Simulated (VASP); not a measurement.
# Hf2Cl (P4_2/mnm) in VASP: further runs

The runs below take Hf2Cl through single point, with PBE.

Everything below comes from runs of VASP 6.6.1. Logs are shortened: lines on timing, memory, paths and dates and some standing lists are left out, and cuts for length are marked.

## (1) The cell of the first run

It takes space group P4_2/mnm (No. 136, tetragonal). The conventional cell has a = 5.987 Å, b = 5.987 Å, c = 3.856 Å, α = 90.00°, β = 90.00°, γ = 90.00°. Hf (site symmetry m2m) has 3 Cl at 2.53 to 2.59 Å and 1 Hf at 3.29 Å within 3.3 Å. Within 3.3 Å of Cl (site symmetry mmm) lie 6 Hf at 2.53 to 2.59 Å.

## (2) Single point, PBE

INCAR

```
SYSTEM = Hf2Cl
PREC = Accurate
ENCUT = 520
EDIFF = 1E-7
ISMEAR = 0
SIGMA = 0.1
LREAL = .FALSE.
LASPH = .TRUE.
NELM = 60
ALGO = Normal
ISIF = 2
LWAVE = .FALSE.
LCHARG = .TRUE.
GGA = PE
LELF = .TRUE.
LVHAR = .TRUE.
NBANDS = 36
```

KPOINTS

```
regular mesh
0
G
  4 4 6
  0 0 0
```

POSCAR

```
Hf2Cl
1.0
    5.9873700226      0.0000000000      0.0000000000
    0.0000000000      5.9873700226      0.0000000000
    0.0000000000      0.0000000000      3.8564710267
Hf Cl
4 2
Direct
    0.3060000000      0.3060000000      0.0000000000
    0.1940000000      0.8060000000      0.5000000000
    0.6940000000      0.6940000000      0.0000000000
    0.8060000000      0.1940000000      0.5000000000
    0.0000000000      0.0000000000      0.0000000000
    0.5000000000      0.5000000000      0.5000000000
```

Potentials or basis: VASP PAW PBE potentials, release 64 (Hf_pv, Cl).

Started as:

```console
> cat potpaw_PBE.64/Hf_pv/POTCAR potpaw_PBE.64/Cl/POTCAR > POTCAR
> mpirun -np 1 vasp_std > vasp.out
```

OUTCAR:

```text
SYSTEM = Hf2Cl
   PREC = Accurate
   ENCUT = 520
   EDIFF = 1E-7
   ISMEAR = 0
   LREAL = .FALSE.
   LASPH = .TRUE.
   NELM = 60
   ISIF = 2
   GGA = PE

 ion  position               nearest neighbor table
   1  0.306  0.306  0.000-   6 2.53   6 2.53   5 2.59   3 3.29   4 3.62   2 3.62   4 3.62   2 3.62
                             2 3.62   2 3.62   4 3.62   4 3.62
   2  0.194  0.806  0.500-   5 2.53   5 2.53   6 2.59   4 3.29   1 3.62   1 3.62   3 3.62   3 3.62
                             1 3.62   1 3.62   3 3.62   3 3.62
   3  0.694  0.694  0.000-   6 2.53   6 2.53   5 2.59   1 3.29   4 3.62   2 3.62   4 3.62   2 3.62
                             4 3.62   4 3.62   2 3.62   2 3.62
   4  0.806  0.194  0.500-   5 2.53   5 2.53   6 2.59   2 3.29   3 3.62   1 3.62   3 3.62   1 3.62
                             3 3.62   3 3.62   1 3.62   1 3.62
   5  0.000  0.000  0.000-   2 2.53   4 2.53   2 2.53   4 2.53   3 2.59   1 2.59
   6  0.500  0.500  0.500-   1 2.53   3 2.53   1 2.53   3 2.53   2 2.59   4 2.59

  LATTYP: Found a simple tetragonal cell.
 ALAT       =     5.9873700226
 C/A-ratio  =     0.6441010013

  Lattice vectors:

 A1 = (   5.9873700226,   0.0000000000,   0.0000000000)
 A2 = (   0.0000000000,   5.9873700226,   0.0000000000)
 A3 = (   0.0000000000,   0.0000000000,   3.8564710267)

Analysis of symmetry for initial positions (statically):
=====================================================================
 Subroutine PRICEL returns:
 Original cell was already a primitive cell.

 Routine SETGRP: Setting up the symmetry group for a
 simple tetragonal supercell.

 Subroutine GETGRP returns: Found 16 space group operations
 (whereof  8 operations were pure point group operations)
 out of a pool of 16 trial point group operations.

The static configuration has the point symmetry D_2h.
 The point group associated with its full space group is D_4h.

Analysis of symmetry for dynamics (positions and initial velocities):
=====================================================================
 Subroutine PRICEL returns:
 Original cell was already a primitive cell.

 Routine SETGRP: Setting up the symmetry group for a
 simple tetragonal supercell.

 Subroutine GETGRP returns: Found 16 space group operations
 (whereof  8 operations were pure point group operations)
 out of a pool of 16 trial point group operations.

The dynamic configuration has the point symmetry D_2h.
 The point group associated with its full space group is D_4h.

 Subroutine INISYM returns: Found 16 space group operations
 (whereof  8 operations are pure point group operations),
 and found     1 'primitive' translations

----------------------------------------------------------------------------------------

                                     Primitive cell

  volume of cell :     138.2491

  direct lattice vectors                    reciprocal lattice vectors
     5.987370023  0.000000000  0.000000000     0.167018239  0.000000000  0.000000000
     0.000000000  5.987370023  0.000000000     0.000000000  0.167018239  0.000000000
     0.000000000  0.000000000  3.856471027     0.000000000  0.000000000  0.259304424

  length of vectors
     5.987370023  5.987370023  3.856471027     0.167018239  0.167018239  0.259304424

  position of ions in fractional coordinates (direct lattice)
     0.306000000  0.306000000  0.000000000
     0.194000000  0.806000000  0.500000000
     0.694000000  0.694000000  0.000000000
     0.806000000  0.194000000  0.500000000
     0.000000000  0.000000000  0.000000000
     0.500000000  0.500000000  0.500000000

  ion indices of the primitive-cell ions
   primitive index   ion index
                 1           1
                 2           2
                 3           3
                 4           4
                 5           5
                 6           6

----------------------------------------------------------------------------------------

 KPOINTS: regular mesh

Automatic generation of k-mesh.
 Grid dimensions read from file:
 generate k-points for:    4    4    6

 Generating k-lattice:

  Cartesian coordinates                     Fractional coordinates (reciprocal lattice)
     0.041754560  0.000000000  0.000000000     0.250000000  0.000000000  0.000000000
     0.000000000  0.041754560  0.000000000     0.000000000  0.250000000  0.000000000
     0.000000000  0.000000000  0.043217404     0.000000000  0.000000000  0.166666667

  Length of vectors
     0.041754560  0.041754560  0.043217404

  Shift w.r.t. Gamma in fractional coordinates (k-lattice)
     0.000000000  0.000000000  0.000000000

 Subroutine IBZKPT returns following result:
 ===========================================

 Found     24 irreducible k-points:

 Following reciprocal coordinates:
            Coordinates               Weight
  0.000000  0.000000  0.000000      1.000000
  0.250000  0.000000  0.000000      4.000000
  0.500000  0.000000  0.000000      2.000000
  0.250000  0.250000  0.000000      4.000000
  0.500000  0.250000  0.000000      4.000000
  0.500000  0.500000  0.000000      1.000000
[... 16 lines left out ...]
  0.500000  0.250000  0.500000      4.000000
  0.500000  0.500000  0.500000      1.000000
   k-points           NKPTS =     24   k-points in BZ     NKDIM =     24   number of bands    NBANDS=     36
   number of dos      NEDOS =    301   number of ions     NIONS =      6
   total plane-waves  NPLWV =  69120
   dimension x,y,z NGX =    48 NGY =   48 NGZ =   30
   dimension x,y,z NGXF=    96 NGYF=   96 NGZF=   60
   ions per type =               4   2
   NGX,Y,Z   is equivalent  to a cutoff of  13.33, 13.33, 12.93 a.u.
   NGXF,Y,Z  is equivalent  to a cutoff of  26.66, 26.66, 25.86 a.u.
 SYSTEM =  Hf2Cl
   PREC   = accura    normal or accurate (medium, high low for compatibility)
   ISTART =      0    job   : 0-new  1-cont  2-samecut
   ICHARG =      2    charge: 1-file 2-atom 10-const
   ISPIN  =      1    spin polarized calculation?
   LNONCOLLINEAR =      F non collinear calculations
   LSORBIT =      F    spin-orbit coupling
   LASPH  =      T    aspherical Exc in radial PAW
   ENCUT  =  520.0 eV  38.22 Ry    6.18 a.u.  11.13 11.13  7.17*2*pi/ulx,y,z
   NELM   =     60;   NELMIN=  2; NELMDL= -5     # of ELM steps
   EDIFF  = 0.1E-06   stopping-criterion for ELM
   LREAL  =      F    real-space projection
   EDIFFG = 0.1E-05   stopping-criterion for IOM
   NSW    =      0    number of steps for IOM
   IBRION =     -1    ionic relax: 0-MD 1-quasi-New 2-CG
   NFREE  =      0    steps in history (QN), initial steepest desc. (CG)
   ISIF   =      2    stress and relaxation
   ISYM   =      2    0-nonsym 1-usesym 2-fastsym
   POTIM  = 0.5000    time-step for ionic-motion
   TEBEG  =    0.0;   TEEND  =   0.0 temperature during run
   PSTRESS=    0.0 pullay stress
   NELECT =      54.0000    total number of electrons
   NUPDOWN=      -1.0000    fix difference up-down
   EMIN   =  10.00;   EMAX   =-10.00  energy-range for DOS
   EFERMI =   0.00;   METHOD = LEGACY
   ISMEAR =     0;   SIGMA  =   0.10  broadening in eV -4-tet -1-fermi 0-gaus
   EFERMI_NEDOS =   21; number of points for ismear=-14 and -15
   IALGO  =     38    algorithm
   IMIX   =      4    mixing-type and parameters
     AMIX     =   0.40;   BMIX     =  1.00
     AMIX_MAG =   1.60;   BMIX_MAG =  1.00
  volume/ion in A,a.u.               =      23.04       155.49
  Fermi-wavevector in a.u.,A,eV,Ry     =   1.196700  2.261435 19.484783  1.432091
  Thomas-Fermi vector in A             =   2.332634
   LORBIT       =      0    0 simple, 1 ext, 2 COOP (PROOUT), +10 PAW based schemes
   GGA     = PE    functional components
   LHFCALC =     F    Hartree Fock is set to
   AEXX    =    0.0000 exact exchange contribution
   IVDW    =     0    specifies the selected vdW correction
   LEPSILON=     F    determine dielectric tensor
   LRPA    =     F    only Hartree local field effects (RPA)
 non-spin polarized calculation
 Gauss-broadening in eV      SIGMA  =   0.10
  energy-cutoff  :      520.00
  volume of cell :      138.25
 maximum number of plane-waves:      3744
 NGX is ok and might be reduce to    48
   NGX = 23   NGY = 23   NGZ = 15

 number of electron      54.0000008 magnetization

 Free energy of the ion-electron system (eV)
  ---------------------------------------------------
  ext. energy  EPLUGINS =         0.00000000
  ---------------------------------------------------
  free energy    TOTEN  =       -42.06515710 eV

  energy without entropy =      -42.04005282  energy(sigma->0) =      -42.05260496

 E-fermi :   5.3555     XC(G=0): -10.5070

 val. band max:        5.2977256567   @ k =   0.2500   0.0000   0.0000
 cond. band min:       5.3682970945   @ k =   0.0000   0.0000   0.1667
 fundamental gap:      0.0705714378
 Fermi energy:         5.3555427148

 k-point     1 :       0.0000    0.0000    0.0000
  band No.  band energies     occupation
      1     -26.7687      2.00000
      2     -26.5241      2.00000
      3     -26.4813      2.00000
      4     -26.4747      2.00000
      5     -26.4747      2.00000
      6     -26.4037      2.00000
[... 28 lines left out ...]
     35       8.0178      0.00000
     36       8.0178      0.00000

 k-point     2 :       0.2500    0.0000    0.0000
  band No.  band energies     occupation
      1     -26.7396      2.00000
      2     -26.5801      2.00000
      3     -26.4714      2.00000
      4     -26.4633      2.00000
      5     -26.4480      2.00000
      6     -26.4182      2.00000
[... 28 lines left out ...]
     35       7.1683      0.00000
     36       7.6060      0.00000

 k-point     3 :       0.5000    0.0000    0.0000
  band No.  band energies     occupation
      1     -26.6663      2.00000
      2     -26.6663      2.00000
      3     -26.4464      2.00000
      4     -26.4464      2.00000
      5     -26.4431      2.00000
      6     -26.4431      2.00000
[... 28 lines left out ...]
     35       7.4037      0.00000
     36       7.4056      0.00000
[... 742 lines left out ...]
 k-point    23 :       0.5000    0.2500    0.5000
  band No.  band energies     occupation
      1     -26.6621      2.00000
      2     -26.6621      2.00000
      3     -26.5193      2.00000
      4     -26.5193      2.00000
      5     -26.4776      2.00000
      6     -26.4776      2.00000
[... 28 lines left out ...]
     35       7.9845      0.00000
     36       7.9845      0.00000

 k-point    24 :       0.5000    0.5000    0.5000
  band No.  band energies     occupation
      1     -26.6845      2.00000
      2     -26.6845      2.00000
      3     -26.4930      2.00000
      4     -26.4930      2.00000
      5     -26.4592      2.00000
      6     -26.4592      2.00000
[... 28 lines left out ...]
     35       8.5486      0.00000
     36       8.5486      0.00000

------------------------ aborting loop because EDIFF is reached ----------------------------------------

  FORCE on cell =-STRESS in cart. coord.  units (eV):
  Direction    XX          YY          ZZ          XY          YZ          ZX
  --------------------------------------------------------------------------------------
  -------------------------------------------------------------------------------------
  Total       -8.7063166     -8.7063166     -7.0579396      0.0000000      0.0000000      0.0000000
  in kB     -100.8980483   -100.8980483    -81.7949049      0.0000000      0.0000000      0.0000000
  external PRESSURE =     -94.5303339 kB  Pullay stress =       0.0000000 kB

 VOLUME and BASIS-vectors are now :
 -----------------------------------------------------------------------------
  energy-cutoff  :      520.00
  volume of cell :      138.25
      direct lattice vectors                 reciprocal lattice vectors
     5.987370023  0.000000000  0.000000000     0.167018239  0.000000000  0.000000000
     0.000000000  5.987370023  0.000000000     0.000000000  0.167018239  0.000000000
     0.000000000  0.000000000  3.856471027     0.000000000  0.000000000  0.259304424

 POSITION                                       TOTAL-FORCE (eV/Angst)
 -----------------------------------------------------------------------------------
      1.83214      1.83214      0.00000        -0.356345     -0.356345      0.000000
      1.16155      4.82582      1.92824         0.356345     -0.356345      0.000000
      4.15523      4.15523      0.00000         0.356345      0.356345      0.000000
      4.82582      1.16155      1.92824        -0.356345      0.356345      0.000000
      0.00000      0.00000      0.00000         0.000000     -0.000000      0.000000
      2.99369      2.99369      1.92824         0.000000     -0.000000      0.000000
 -----------------------------------------------------------------------------------
    total drift:                               -0.000000     -0.000000     -0.000000

  FREE ENERGIE OF THE ION-ELECTRON SYSTEM (eV)
  ---------------------------------------------------
  free  energy   TOTEN  =       -42.0651570982 eV

  energy  without entropy=      -42.0400528216  energy(sigma->0) =      -42.05260496
```

It took 3.7 min on 1 thread of Intel Xeon 8259CL, shared host; peak memory 0.3 GiB.

What came out:

```
Free energy            : -42.0652 eV
Pressure               : -9.5 GPa
Largest force          : 0.504 eV/Å
Band gap on the k mesh : zero (bands 27 and 28 overlap by 1.65 eV)
```

Forces in eV/Å, atoms in the order of the input:
```
Hf  -0.356 -0.356  0.000
Hf   0.356 -0.356  0.000
Hf   0.356  0.356  0.000
Hf  -0.356  0.356  0.000
Cl   0.000  0.000  0.000
Cl   0.000  0.000  0.000
```

Levels at points of the mesh, in eV from the Fermi level:
```csv
k point,band 24,band 25,band 26,band 27,band 28,band 29,band 30,band 31
"(0.00, 0.00, 0.00)",-1.10,-0.40,-0.29,-0.29,-0.20,-0.20,0.04,0.18
"(0.50, 0.00, 0.00)",-1.79,-0.35,-0.35,0.18,0.18,0.84,0.84,0.96
"(0.50, 0.50, 0.00)",-1.77,-0.67,-0.67,-0.10,-0.10,0.14,0.14,0.31
"(0.00, 0.00, 0.50)",-1.94,-1.51,-1.51,0.93,0.93,1.11,1.11,1.88
"(0.50, 0.00, 0.50)",-1.81,-1.29,-1.29,0.63,0.63,1.49,1.49,1.80
"(0.50, 0.50, 0.50)",-1.66,-0.99,-0.99,-0.26,-0.26,0.83,0.83,1.19
```

Caveat: the cell stands under tension; spin-orbit coupling is left out, which moves the levels of the heavy elements.

## (3) Single point, PBE

This run uses another cell than the first one, of 20.53 Å³/atom.

INCAR

```
PREC = Accurate ; ENCUT = 520
EDIFF = 1E-7 ; ISMEAR = 0
SIGMA = 0.1 ; LREAL = F
LASPH = T ; NELM = 60
ALGO = Normal ; ISIF = 2
LWAVE = F ; LCHARG = T
GGA = PE ; LELF = T
LVHAR = T ; NBANDS = 36
```

KPOINTS

```
regular mesh
0
Gamma
  4 4 4
```

POSCAR

```
Hf2Cl
1.0
    6.0630915925      0.0000000000      0.0000000000
    0.0000000000      6.0630915925      0.0000000000
    0.0000000000      0.0000000000      3.3507927854
Hf Cl
4 2
Direct
    0.2794519557      0.2794519557      0.0000000000
    0.2205480443      0.7794519557      0.5000000000
    0.7205480443      0.7205480443      0.0000000000
    0.7794519557      0.2205480443      0.5000000000
    0.0000000000      0.0000000000      0.0000000000
    0.5000000000      0.5000000000      0.5000000000
```

Potentials or basis: VASP PAW PBE potentials, release 64 (Hf_pv, Cl).

Started as:

```console
> cat potpaw_PBE.64/Hf_pv/POTCAR potpaw_PBE.64/Cl/POTCAR > POTCAR
> mpirun -np 1 vasp_std > vasp.out
```

Run time: 2.4 min. Hardware: 1 thread of Intel Xeon 8259CL, shared host; peak memory 0.27 GiB.

Results (log left out):

```yaml
Free_energy: -42.9273 eV
Pressure: -0.5 GPa
Largest_force: 0.004 eV/Å
Band_gap_on_the_k_mesh: zero (bands 27 and 28 overlap by 1.42 eV)
```

Forces in eV/Å, atoms in the order of the input:
```
Hf   0.003  0.003  0.000
Hf  -0.003  0.003  0.000
Hf  -0.003 -0.003  0.000
Hf   0.003 -0.003  0.000
Cl   0.000  0.000  0.000
Cl   0.000  0.000  0.000
```

Stress tensor (GPa, compression positive):
```
-0.58  0.00  0.00
 0.00 -0.58  0.00
 0.00  0.00 -0.44
```

Levels at points of the mesh, in eV from the Fermi level:
```csv
k point,band 24,band 25,band 26,band 27,band 28,band 29,band 30,band 31
"(0.00, 0.00, 0.00)",-1.23,-1.08,-1.08,-0.43,0.01,0.08,0.08,0.89
"(0.50, 0.00, 0.00)",-2.26,-0.89,-0.89,0.04,0.04,1.07,1.07,1.12
"(0.50, 0.50, 0.00)",-2.38,-0.78,-0.78,-0.61,-0.61,-0.09,-0.09,0.50
"(0.00, 0.00, 0.50)",-1.79,-1.40,-1.40,0.26,0.26,1.22,1.22,1.65
"(0.50, 0.00, 0.50)",-1.99,-1.27,-1.27,0.37,0.37,1.04,1.04,1.39
"(0.50, 0.50, 0.50)",-1.95,-1.85,-1.85,0.27,0.27,2.01,2.01,2.58
```

Caveat: the k points lie up to 0.47 Å⁻¹ apart, too coarse for converged energies and pressures of a metal; spin-orbit coupling is left out, which moves the levels of the heavy elements.

## (4) Single point, PBE

This run uses another cell than the first one, of 20.49 Å³/atom.

INCAR

```
PREC = Accurate
ENCUT = 520
EDIFF = 1E-6
ISMEAR = 0
SIGMA = 0.1
LREAL = False
LASPH = True
NELM = 80
ALGO = Normal
ISIF = 2
LWAVE = False
LCHARG = True
GGA = PE
LELF = True
LVHAR = True
NBANDS = 36
```

KPOINTS

```
regular mesh
0
Gamma
  4 4 6
```

POSCAR

```
Hf2Cl
1.0
    6.0770715852      0.0000000000      0.0000000000
    0.0000000000      6.0770715852      0.0000000000
    0.0000000000      0.0000000000      3.3283527517
Hf Cl
4 2
Direct
    0.2796923088      0.2796923088      0.0000000000
    0.2203076912      0.7796923088      0.5000000000
    0.7203076912      0.7203076912      0.0000000000
    0.7796923088      0.2203076912      0.5000000000
    0.0000000000      0.0000000000      0.0000000000
    0.5000000000      0.5000000000      0.5000000000
```

Started as:

```console
> cat potpaw_PBE.64/Hf_pv/POTCAR potpaw_PBE.64/Cl/POTCAR > POTCAR
> mpirun -np 1 vasp_std > vasp.out
```

Wall time 3 min (1 thread of Intel Xeon 8259CL, shared host); peak memory 0.29 GiB.

Results (log left out):

```
Free energy            : -42.8600 eV
Pressure               : -0.3 GPa
Largest force          : 0.004 eV/Å
Band gap on the k mesh : zero (bands 27 and 28 overlap by 1.44 eV)
```

Forces in eV/Å, atoms in the order of the input:
```
Hf   0.003  0.003  0.000
Hf  -0.003  0.003  0.000
Hf  -0.003 -0.003  0.000
Hf   0.003 -0.003  0.000
Cl   0.000  0.000  0.000
Cl   0.000  0.000  0.000
```

Stress tensor (GPa, compression positive):
```
-0.24  0.00  0.00
 0.00 -0.24  0.00
 0.00  0.00 -0.35
```

Levels at points of the mesh, in eV from the Fermi level:
| k point | band 23 | band 24 | band 25 | band 26 | band 27 | band 28 | band 29 | band 30 | band 31 | band 32 |
| --- | --- | --- | --- | --- | --- | --- | --- | --- | --- | --- |
| (0.00, 0.00, 0.00) | -1.61 | -1.24 | -1.11 | -1.11 | -0.48 | 0.01 | 0.14 | 0.14 | 0.90 | 1.00 |
| (0.50, 0.00, 0.00) | -2.28 | -2.28 | -0.90 | -0.90 | 0.00 | 0.00 | 1.09 | 1.09 | 1.10 | 1.10 |
| (0.50, 0.50, 0.00) | -2.39 | -2.39 | -0.80 | -0.80 | -0.63 | -0.63 | -0.12 | -0.12 | 0.55 | 0.55 |
| (0.00, 0.00, 0.50) | -1.81 | -1.81 | -1.37 | -1.37 | 0.23 | 0.23 | 1.23 | 1.23 | 1.63 | 1.63 |
| (0.50, 0.00, 0.50) | -1.99 | -1.99 | -1.26 | -1.26 | 0.36 | 0.36 | 1.04 | 1.04 | 1.35 | 1.35 |
| (0.50, 0.50, 0.50) | -1.94 | -1.94 | -1.86 | -1.86 | 0.24 | 0.24 | 2.00 | 2.00 | 2.64 | 2.64 |

Caveat: spin-orbit coupling is left out, which moves the levels of the heavy elements.

## (5) Summary

| cell | k mesh | gap on the mesh (eV) | pressure (GPa) |
| --- | --- | --- | --- |
| a = 5.987, b = 5.987, c = 3.856 Å, 6 atoms, atomic positions A | 4 × 4 × 6 | none | -9.5 |
| a = 6.063, b = 6.063, c = 3.351 Å, 6 atoms, atomic positions B | 4 × 4 × 4 | none | -0.5 |
| a = 6.077, b = 6.077, c = 3.328 Å, 6 atoms, atomic positions C | 4 × 4 × 6 | none | -0.3 |

Alike in all rows: task single point; level PBE; potentials or basis VASP PAW PBE potentials, release 64 (Hf_pv, Cl); no spin polarisation; cutoff (eV) 520; smearing gaussian 0.1 eV.

Caveats: some runs use coarse meshes; spin-orbit coupling is left out, which moves the levels of the heavy elements; the cell stands under tension (at least some runs).

Total energies depend on the potentials used, so only differences within one code and one set of settings carry meaning.

The gap in the log of VASP goes by the Fermi energy; the results here count the filled bands.